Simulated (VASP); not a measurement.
# WC (P3m1) in VASP: notebook, part 2 of 2

VASP 6.6.1. Earlier steps stand in the parts before.

## Step 3: Single point, PBE (atom 1 (W) moved by (+0.000, -0.225) A along [1 1 0] and z)

File INCAR:

```
SYSTEM = WC
PREC     = Accurate       ! precision mode
ENCUT    = 520            ! plane-wave cutoff, eV
EDIFF    = 1E-6           ! SCF threshold, eV
ISMEAR   = 0              ! smearing method
SIGMA    = 0.15           ! smearing width, eV
LREAL    = .False.        ! projectors in reciprocal space
LASPH    = .True.         ! aspherical terms in the spheres
NELM     = 100            ! most SCF steps
ALGO     = Normal         ! electronic algorithm
ISIF     = 2              ! what is computed and relaxed
LWAVE    = .False.        ! write WAVECAR
LCHARG   = .False.        ! write CHGCAR
GGA      = PE             ! functional
NBANDS   = 16             ! bands
```

File KPOINTS:

```
Automatic mesh
0
Gamma
  18 18 16
  0 0 0
```

File POSCAR:

```
WC
1.0
    2.9005014360      0.0000000000      0.0000000000
   -1.4502507180      2.5119079273      0.0000000000
    0.0000000000      0.0000000000      2.8290000000
W C
1 1
Direct
    0.0000000000      0.0000000000     -0.0795334040
    0.6666666667      0.3333333333      0.5000000000
```

Potentials or basis: VASP PAW PBE potentials, release 64 (W_sv, C).

Started as:

```bash
$ cat potpaw_PBE.64/W_sv/POTCAR potpaw_PBE.64/C/POTCAR > POTCAR
$ mpirun -np 1 vasp_std > vasp.out
```

OUTCAR:

```text
SYSTEM = WC
   PREC = Accurate
   ENCUT = 520
   EDIFF = 1E-6
   ISMEAR = 0
   LREAL = .False.
   LASPH = .True.
   NELM = 100
   ISIF = 2
   GGA = PE

 ion  position               nearest neighbor table
   1  0.000  0.000  0.920-   2 2.05   2 2.05   2 2.05   2 2.34   2 2.34   2 2.34
   2  0.667  0.333  0.500-   1 2.05   1 2.05   1 2.05   1 2.34   1 2.34   1 2.34

  LATTYP: Found a hexagonal cell.
 ALAT       =     2.9005014360
 C/A-ratio  =     0.9753485949

  Lattice vectors:

 A1 = (   2.9005014360,   0.0000000000,   0.0000000000)
 A2 = (  -1.4502507180,   2.5119079273,   0.0000000000)
 A3 = (   0.0000000000,   0.0000000000,   2.8290000000)

Analysis of symmetry for initial positions (statically):
=====================================================================
 Subroutine PRICEL returns:
 Original cell was already a primitive cell.

 Routine SETGRP: Setting up the symmetry group for a
 hexagonal supercell.

 Subroutine GETGRP returns: Found  6 space group operations
 (whereof  6 operations were pure point group operations)
 out of a pool of 24 trial point group operations.

The static configuration has the point symmetry C_3v.

Analysis of symmetry for dynamics (positions and initial velocities):
=====================================================================
 Subroutine PRICEL returns:
 Original cell was already a primitive cell.

 Routine SETGRP: Setting up the symmetry group for a
 hexagonal supercell.

 Subroutine GETGRP returns: Found  6 space group operations
 (whereof  6 operations were pure point group operations)
 out of a pool of 24 trial point group operations.

The dynamic configuration has the point symmetry C_3v.

 Subroutine INISYM returns: Found  6 space group operations
 (whereof  6 operations are pure point group operations),
 and found     1 'primitive' translations

----------------------------------------------------------------------------------------

                                     Primitive cell

  volume of cell :      20.6115

  direct lattice vectors                    reciprocal lattice vectors
     2.900501436  0.000000000  0.000000000     0.344767973  0.199051882  0.000000000
    -1.450250718  2.511907927  0.000000000     0.000000000  0.398103764  0.000000000
     0.000000000  0.000000000  2.829000000     0.000000000  0.000000000  0.353481796

  length of vectors
     2.900501436  2.900501436  2.829000000     0.398103764  0.398103764  0.353481796

  position of ions in fractional coordinates (direct lattice)
     0.000000000  0.000000000  0.920466596
     0.666666667  0.333333333  0.500000000

  ion indices of the primitive-cell ions
   primitive index   ion index
                 1           1
                 2           2

----------------------------------------------------------------------------------------

 KPOINTS: Automatic mesh

Automatic generation of k-mesh.
 Grid dimensions read from file:
 generate k-points for:   18   18   16

 Generating k-lattice:

  Cartesian coordinates                     Fractional coordinates (reciprocal lattice)
     0.019153776  0.011058438  0.000000000     0.055555556  0.000000000  0.000000000
     0.000000000  0.022116876  0.000000000     0.000000000  0.055555556  0.000000000
     0.000000000  0.000000000  0.022092612     0.000000000  0.000000000  0.062500000

  Length of vectors
     0.022116876  0.022116876  0.022092612

  Shift w.r.t. Gamma in fractional coordinates (k-lattice)
     0.000000000  0.000000000  0.000000000

 Subroutine IBZKPT returns following result:
 ===========================================

 Found    522 irreducible k-points:

 Following reciprocal coordinates:
            Coordinates               Weight
  0.000000  0.000000  0.000000      1.000000
  0.055556  0.000000  0.000000      6.000000
  0.111111  0.000000  0.000000      6.000000
  0.166667  0.000000  0.000000      6.000000
  0.222222 -0.000000  0.000000      6.000000
  0.277778  0.000000  0.000000      6.000000
[... 16 lines left out ...]
  0.333333  0.111111  0.000000     12.000000
  0.388889  0.111111  0.000000     12.000000
 [... further k-points ...]
   k-points           NKPTS =    522   k-points in BZ     NKDIM =    522   number of bands    NBANDS=     16
   number of dos      NEDOS =    301   number of ions     NIONS =      2
   total plane-waves  NPLWV =  13824
   dimension x,y,z NGX =    24 NGY =   24 NGZ =   24
   dimension x,y,z NGXF=    48 NGYF=   48 NGZF=   48
   ions per type =               1   1
   NGX,Y,Z   is equivalent  to a cutoff of  13.76, 13.76, 14.10 a.u.
   NGXF,Y,Z  is equivalent  to a cutoff of  27.51, 27.51, 28.21 a.u.
 SYSTEM =  WC
   PREC   = accura    normal or accurate (medium, high low for compatibility)
   ISTART =      0    job   : 0-new  1-cont  2-samecut
   ICHARG =      2    charge: 1-file 2-atom 10-const
   ISPIN  =      1    spin polarized calculation?
   LNONCOLLINEAR =      F non collinear calculations
   LSORBIT =      F    spin-orbit coupling
   LASPH  =      T    aspherical Exc in radial PAW
   ENCUT  =  520.0 eV  38.22 Ry    6.18 a.u.   5.39  5.39  5.26*2*pi/ulx,y,z
   NELM   =    100;   NELMIN=  2; NELMDL= -5     # of ELM steps
   EDIFF  = 0.1E-05   stopping-criterion for ELM
   LREAL  =      F    real-space projection
   EDIFFG = 0.1E-04   stopping-criterion for IOM
   NSW    =      0    number of steps for IOM
   IBRION =     -1    ionic relax: 0-MD 1-quasi-New 2-CG
   NFREE  =      0    steps in history (QN), initial steepest desc. (CG)
   ISIF   =      2    stress and relaxation
   ISYM   =      2    0-nonsym 1-usesym 2-fastsym
   POTIM  = 0.5000    time-step for ionic-motion
   TEBEG  =    0.0;   TEEND  =   0.0 temperature during run
   PSTRESS=    0.0 pullay stress
   NELECT =      18.0000    total number of electrons
   NUPDOWN=      -1.0000    fix difference up-down
   EMIN   =  10.00;   EMAX   =-10.00  energy-range for DOS
   EFERMI =   0.00;   METHOD = LEGACY
   ISMEAR =     0;   SIGMA  =   0.15  broadening in eV -4-tet -1-fermi 0-gaus
   EFERMI_NEDOS =   21; number of points for ismear=-14 and -15
   IALGO  =     38    algorithm
   IMIX   =      4    mixing-type and parameters
     AMIX     =   0.40;   BMIX     =  1.00
     AMIX_MAG =   1.60;   BMIX_MAG =  1.00
  volume/ion in A,a.u.               =      10.31        69.55
  Fermi-wavevector in a.u.,A,eV,Ry     =   1.564813  2.957068 33.315762  2.448639
  Thomas-Fermi vector in A             =   2.667381
   LORBIT       =      0    0 simple, 1 ext, 2 COOP (PROOUT), +10 PAW based schemes
   GGA     = PE    functional components
   LHFCALC =     F    Hartree Fock is set to
   AEXX    =    0.0000 exact exchange contribution
   IVDW    =     0    specifies the selected vdW correction
   LEPSILON=     F    determine dielectric tensor
   LRPA    =     F    only Hartree local field effects (RPA)
 non-spin polarized calculation
 Gauss-broadening in eV      SIGMA  =   0.15
  energy-cutoff  :      520.00
  volume of cell :       20.61
 maximum number of plane-waves:       580
 NGX is ok and might be reduce to    24
   NGX = 11   NGY = 11   NGZ = 11

 number of electron      18.0000000 magnetization

 Free energy of the ion-electron system (eV)
  ---------------------------------------------------
  ext. energy  EPLUGINS =         0.00000000
  ---------------------------------------------------
  free energy    TOTEN  =       -22.04443076 eV

  energy without entropy =      -22.04091077  energy(sigma->0) =      -22.04267077

 E-fermi :  11.3036     XC(G=0): -13.8055

 val. band max:       11.3004946454   @ k =   0.1111   0.0556   0.4375
 cond. band min:      11.3043370939   @ k =   0.5000   0.0000   0.3750
 fundamental gap:      0.0038424484
 Fermi energy:        11.3036474651

 k-point     1 :       0.0000    0.0000    0.0000
  band No.  band energies     occupation
      1     -62.7186      2.00000
      2     -26.7145      2.00000
      3     -26.6372      2.00000
      4     -26.6372      2.00000
      5      -3.3067      2.00000
      6       6.2776      2.00000
[... 8 lines left out ...]
     15      24.3711      0.00000
     16      28.0839      0.00000
[... 419 lines left out ...]
 k-point    24 :       0.3889    0.1111    0.0000
  band No.  band energies     occupation
      1     -62.6572      2.00000
      2     -27.4395      2.00000
      3     -26.8950      2.00000
      4     -26.5993      2.00000
      5      -0.0135      2.00000
      6       4.2770      2.00000
[... 8 lines left out ...]
     15      25.3065      0.00000
     16      27.9334      0.00000

 [... further k-points ...]
[... 5 lines left out ...]
  --------------------------------------------------------------------------------------
  -------------------------------------------------------------------------------------
  Total        2.5921991      2.5921991      3.0114157      0.0000000      0.0000000      0.0000000
  in kB      201.4972824    201.4972824    234.0839007      0.0000000      0.0000000      0.0000000
  external PRESSURE =     212.3594885 kB  Pullay stress =       0.0000000 kB

 VOLUME and BASIS-vectors are now :
 -----------------------------------------------------------------------------
  energy-cutoff  :      520.00
  volume of cell :       20.61
      direct lattice vectors                 reciprocal lattice vectors
     2.900501436  0.000000000  0.000000000     0.344767973  0.199051882  0.000000000
    -1.450250718  2.511907927  0.000000000     0.000000000  0.398103764  0.000000000
     0.000000000  0.000000000  2.829000000     0.000000000  0.000000000  0.353481796

 POSITION                                       TOTAL-FORCE (eV/Angst)
 -----------------------------------------------------------------------------------
      0.00000      0.00000      2.60400        -0.000000     -0.000000      3.647680
      1.45025      0.83730      1.41450         0.000000      0.000000     -3.647680
 -----------------------------------------------------------------------------------
    total drift:                               -0.000000      0.000000     -0.000614

  FREE ENERGIE OF THE ION-ELECTRON SYSTEM (eV)
  ---------------------------------------------------
  free  energy   TOTEN  =       -22.0444307584 eV

  energy  without entropy=      -22.0409107732  energy(sigma->0) =      -22.04267077
```

It took 52 s on 1 thread of Intel Xeon 6975P-C (Granite Rapids), shared host; peak memory 0.28 GiB.

Results:

```yaml
Free_energy: -22.0444 eV
Pressure: 21.2 GPa
Largest_force: 3.648 eV/Å
Band_gap_on_the_k_mesh: zero (bands 9 and 10 overlap by 1.37 eV)
```

Forces on the atoms (eV/Å):
```
W    0.000  0.000  3.648
C    0.000  0.000 -3.648
```

Stress tensor (GPa, compression positive):
```
20.15  0.00  0.00
 0.00 20.15  0.00
 0.00  0.00 23.41
```

Caveat: the cell differs from its parent crystal (atom 1 (W) moved by (+0.000, -0.225) A along [1 1 0] and z); the cell stands under pressure; spin-orbit coupling is left out, which moves the levels of the heavy elements; forces of over 1 eV/Å act on the atoms, so gaps and moduli don't describe the material at rest.
